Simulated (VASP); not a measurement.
# Au (Fm-3m) in VASP: relaxation of cell and atoms with LDA

Aim: the relaxation of cell and atoms of Au with LDA.

Everything below comes from runs of VASP 6.6.1. Logs are shortened: lines on timing, memory, paths and dates and some standing lists are left out, and cuts for length are marked.

### Step 1. The cell of the first run

Symmetry: Fm-3m, No. 225, cubic system. Conventional cell: a = 4.048 Å, b = 4.048 Å, c = 4.048 Å, α = 90.00°, β = 90.00°, γ = 90.00°. Au (site symmetry m-3m) has 12 Au at 2.86 Å within 3.8 Å.

### Step 2. Relaxation of cell and atoms, LDA

INCAR

```
PREC = Accurate
ENCUT = 600
EDIFF = 1E-6
ISMEAR = -1
SIGMA = 0.15
LREAL = False
LASPH = True
NELM = 100
ALGO = Fast
ISIF = 3
LWAVE = False
LCHARG = False
IBRION = 2
NSW = 80
EDIFFG = -0.001
```

KPOINTS

```
regular mesh
0
Gamma
  16 16 16
```

POSCAR

```
Au
1.0
    0.0000000000      2.0238282766      2.0238282766
    2.0238282766      0.0000000000      2.0238282766
    2.0238282766      2.0238282766      0.0000000000
Au
1
Direct
    0.0000000000      0.0000000000      0.0000000000
```

Potentials or basis: VASP PAW LDA potentials, release 64 (Au).

Command:

```console
cat potpaw_LDA.64/Au/POTCAR > POTCAR
mpirun -np 1 vasp_std > vasp.out
```

OUTCAR:

```text
PREC = Accurate
   ENCUT = 600
   EDIFF = 1E-6
   ISMEAR = -1
   LREAL = False
   LASPH = True
   NELM = 100
   ISIF = 3
   IBRION = 2
   NSW = 80
   EDIFFG = -0.001

 ion  position               nearest neighbor table
   1  0.000  0.000  0.000-

  LATTYP: Found a face centered cubic cell.
 ALAT       =     4.0476565532

  Lattice vectors:

 A1 = (   0.0000000000,   2.0238282766,   2.0238282766)
 A2 = (   2.0238282766,   0.0000000000,   2.0238282766)
 A3 = (   2.0238282766,   2.0238282766,   0.0000000000)

Analysis of symmetry for initial positions (statically):
=====================================================================
 Subroutine PRICEL returns:
 Original cell was already a primitive cell.

 Routine SETGRP: Setting up the symmetry group for a
 face centered cubic supercell.

 Subroutine GETGRP returns: Found 48 space group operations
 (whereof 48 operations were pure point group operations)
 out of a pool of 48 trial point group operations.

The static configuration has the point symmetry O_h .

Analysis of symmetry for dynamics (positions and initial velocities):
=====================================================================
 Subroutine PRICEL returns:
 Original cell was already a primitive cell.

 Routine SETGRP: Setting up the symmetry group for a
 face centered cubic supercell.

 Subroutine GETGRP returns: Found 48 space group operations
 (whereof 48 operations were pure point group operations)
 out of a pool of 48 trial point group operations.

The dynamic configuration has the point symmetry O_h .

 Subroutine INISYM returns: Found 48 space group operations
 (whereof 48 operations are pure point group operations),
 and found     1 'primitive' translations

----------------------------------------------------------------------------------------

                                     Primitive cell

  volume of cell :      16.5787

  direct lattice vectors                    reciprocal lattice vectors
     0.000000000  2.023828277  2.023828277    -0.247056534  0.247056534  0.247056534
     2.023828277  0.000000000  2.023828277     0.247056534 -0.247056534  0.247056534
     2.023828277  2.023828277  0.000000000     0.247056534  0.247056534 -0.247056534

  length of vectors
     2.862125397  2.862125397  2.862125397     0.427914470  0.427914470  0.427914470

  position of ions in fractional coordinates (direct lattice)
     0.000000000  0.000000000  0.000000000

  ion indices of the primitive-cell ions
   primitive index   ion index
                 1           1

----------------------------------------------------------------------------------------

 KPOINTS: regular mesh

Automatic generation of k-mesh.
 Grid dimensions read from file:
 generate k-points for:   16   16   16

 Generating k-lattice:

  Cartesian coordinates                     Fractional coordinates (reciprocal lattice)
    -0.015441033  0.015441033  0.015441033     0.062500000  0.000000000  0.000000000
     0.015441033 -0.015441033  0.015441033     0.000000000  0.062500000  0.000000000
     0.015441033  0.015441033 -0.015441033     0.000000000  0.000000000  0.062500000

  Length of vectors
     0.026744654  0.026744654  0.026744654

  Shift w.r.t. Gamma in fractional coordinates (k-lattice)
     0.000000000  0.000000000  0.000000000

 Subroutine IBZKPT returns following result:
 ===========================================

 Found    145 irreducible k-points:

 Following reciprocal coordinates:
            Coordinates               Weight
  0.000000  0.000000  0.000000      1.000000
  0.062500  0.000000  0.000000      8.000000
  0.125000  0.000000  0.000000      8.000000
  0.187500  0.000000  0.000000      8.000000
  0.250000  0.000000  0.000000      8.000000
  0.312500  0.000000  0.000000      8.000000
[... 16 lines left out ...]
 -0.125000  0.062500  0.000000     24.000000
 -0.062500  0.062500  0.000000     12.000000
 [... further k-points ...]
   k-points           NKPTS =    145   k-points in BZ     NKDIM =    145   number of bands    NBANDS=      9
   number of dos      NEDOS =    301   number of ions     NIONS =      1
   total plane-waves  NPLWV =  13824
   dimension x,y,z NGX =    24 NGY =   24 NGZ =   24
   dimension x,y,z NGXF=    48 NGYF=   48 NGZF=   48
   ions per type =               1
   NGX,Y,Z   is equivalent  to a cutoff of  13.94, 13.94, 13.94 a.u.
   NGXF,Y,Z  is equivalent  to a cutoff of  27.88, 27.88, 27.88 a.u.
 SYSTEM =  unknown system
   PREC   = accura    normal or accurate (medium, high low for compatibility)
   ISTART =      0    job   : 0-new  1-cont  2-samecut
   ICHARG =      2    charge: 1-file 2-atom 10-const
   ISPIN  =      1    spin polarized calculation?
   LNONCOLLINEAR =      F non collinear calculations
   LSORBIT =      F    spin-orbit coupling
   LASPH  =      T    aspherical Exc in radial PAW
   ENCUT  =  600.0 eV  44.10 Ry    6.64 a.u.   5.72  5.72  5.72*2*pi/ulx,y,z
   NELM   =    100;   NELMIN=  2; NELMDL= -5     # of ELM steps
   EDIFF  = 0.1E-05   stopping-criterion for ELM
   LREAL  =      F    real-space projection
   EDIFFG = -.1E-02   stopping-criterion for IOM
   NSW    =     80    number of steps for IOM
   IBRION =      2    ionic relax: 0-MD 1-quasi-New 2-CG
   NFREE  =      1    steps in history (QN), initial steepest desc. (CG)
   ISIF   =      3    stress and relaxation
   ISYM   =      2    0-nonsym 1-usesym 2-fastsym
   POTIM  = 0.5000    time-step for ionic-motion
   TEBEG  =    0.0;   TEEND  =   0.0 temperature during run
   PSTRESS=    0.0 pullay stress
   NELECT =      11.0000    total number of electrons
   NUPDOWN=      -1.0000    fix difference up-down
   EMIN   =  10.00;   EMAX   =-10.00  energy-range for DOS
   EFERMI =   0.00;   METHOD = LEGACY
   ISMEAR =    -1;   SIGMA  =   0.15  broadening in eV -4-tet -1-fermi 0-gaus
   EFERMI_NEDOS =   21; number of points for ismear=-14 and -15
   IALGO  =     68    algorithm
   IMIX   =      4    mixing-type and parameters
     AMIX     =   0.40;   BMIX     =  1.00
     AMIX_MAG =   1.60;   BMIX_MAG =  1.00
  volume/ion in A,a.u.               =      16.58       111.88
  Fermi-wavevector in a.u.,A,eV,Ry     =   1.427870  2.698283 27.739740  2.038813
  Thomas-Fermi vector in A             =   2.547993
   LORBIT       =      0    0 simple, 1 ext, 2 COOP (PROOUT), +10 PAW based schemes
   GGA     = CA    functional components
   LHFCALC =     F    Hartree Fock is set to
   AEXX    =    0.0000 exact exchange contribution
   IVDW    =     0    specifies the selected vdW correction
   LEPSILON=     F    determine dielectric tensor
   LRPA    =     F    only Hartree local field effects (RPA)
 conjugate gradient relaxation of ions
 non-spin polarized calculation
 RMM-DIIS sequential band-by-band and
  energy-cutoff  :      600.00
  volume of cell :       16.58
 maximum number of plane-waves:       568
   NGX = 11   NGY = 11   NGZ = 11

--------------------------------------- Ionic step        1  -------------------------------------------

 number of electron      10.9999999 magnetization

 Free energy of the ion-electron system (eV)
  ---------------------------------------------------
  ext. energy  EPLUGINS =         0.00000000
  ---------------------------------------------------
  free energy    TOTEN  =        -4.45525908 eV

  energy without entropy =       -4.43440392  energy(sigma->0) =       -4.44483150

------------------------ aborting loop because EDIFF is reached ----------------------------------------

  FORCE on cell =-STRESS in cart. coord.  units (eV):
  Direction    XX          YY          ZZ          XY          YZ          ZX
  --------------------------------------------------------------------------------------
  -------------------------------------------------------------------------------------
  Total        0.0743366      0.0743366      0.0743366      0.0000000      0.0000000      0.0000000
  in kB        7.1839325      7.1839325      7.1839325      0.0000000      0.0000000      0.0000000
  external PRESSURE =       7.1839325 kB  Pullay stress =       0.0000000 kB
[... 55 lines left out ...]
  energy  without entropy=       -4.4338923087  energy(sigma->0) =       -4.44436226

--------------------------------------- Ionic step        3  -------------------------------------------

 number of electron      10.9999999 magnetization

 Free energy of the ion-electron system (eV)
  ---------------------------------------------------
  ext. energy  EPLUGINS =         0.00000000
  ---------------------------------------------------
  free energy    TOTEN  =        -4.45537300 eV

  energy without entropy =       -4.43449194  energy(sigma->0) =       -4.44493247

 E-fermi :   9.7025     XC(G=0): -13.1235

 val. band max:        9.6916312289   @ k =   0.5000   0.3125   0.1250
 cond. band min:       9.7185631827   @ k =   0.5000   0.1875   0.0625
 fundamental gap:      0.0269319538
 Fermi energy:         9.7025044877

 k-point     1 :       0.0000    0.0000    0.0000
  band No.  band energies     occupation
      1      -0.4739      2.00000
      2       4.8536      2.00000
      3       4.8536      2.00000
      4       4.8536      2.00000
      5       6.4587      2.00000
      6       6.4587      2.00000
      7      24.1489      0.00000
      8      28.2428      0.00000
      9      28.2428      0.00000
[... 265 lines left out ...]
 k-point    24 :      -0.0625    0.0625    0.0000
  band No.  band energies     occupation
      1      -0.1059      2.00000
      2       4.7151      2.00000
      3       4.9708      2.00000
      4       5.0072      2.00000
      5       6.3260      2.00000
      6       6.4847      2.00000
      7      24.5822      0.00000
      8      26.5610      0.00000
      9      28.0606      0.00000

 [... further k-points ...]

------------------------ aborting loop because EDIFF is reached ----------------------------------------

  FORCE on cell =-STRESS in cart. coord.  units (eV):
  Direction    XX          YY          ZZ          XY          YZ          ZX
  --------------------------------------------------------------------------------------
  -------------------------------------------------------------------------------------
  Total       -0.0008084     -0.0008084     -0.0008084      0.0000000     -0.0000000     -0.0000000
  in kB       -0.0778606     -0.0778606     -0.0778606      0.0000000     -0.0000000     -0.0000000
  external PRESSURE =      -0.0778606 kB  Pullay stress =       0.0000000 kB
[... 16 lines left out ...]
  FREE ENERGIE OF THE ION-ELECTRON SYSTEM (eV)
  ---------------------------------------------------
  free  energy   TOTEN  =        -4.4553729998 eV

  energy  without entropy=       -4.4344919443  energy(sigma->0) =       -4.44493247

 reached required accuracy - stopping structural energy minimisation
```

Run time: 87 s. Hardware: 1 thread of AMD EPYC 7R13 (Zen 3), shared host; peak memory 0.13 GiB.

Results:

```
Free energy                            : -4.4554 eV
Relaxed volume                         : 16.64 Å³/atom
Relaxed cell                           : a = 2.865 Å, b = 2.865 Å, c = 2.865 Å, α = 60.00°, β = 60.00°, γ = 60.00°
Space group after relaxing (to 0.05 Å) : Fm-3m (No. 225)
Energy gained by relaxing              : 0.1 meV/atom
Ionic steps                            : 3
Pressure after relaxing                : 0.0 GPa
```

The path:
| step | energy change (eV) | largest force (eV/Å) | pressure (GPa) | volume (Å³) |
| --- | --- | --- | --- | --- |
| 1 | 0.0000 | 0.0000 | 0.72 | 16.58 |
| 2 | 0.0004 | 0.0000 | -1.42 | 16.76 |
| 3 | -0.0001 | 0.0000 | -0.01 | 16.64 |

Final structure:
```yaml
crystal:
  lattice:
    - [0.00000, 2.02614, 2.02614]
    - [2.02614, 0.00000, 2.02614]
    - [2.02614, 2.02614, 0.00000]
  atoms:
    - { symbol: Au, position: [0.00000, 0.00000, 0.00000] }
```

Caveat: spin-orbit coupling is left out, which moves the levels of the heavy elements.
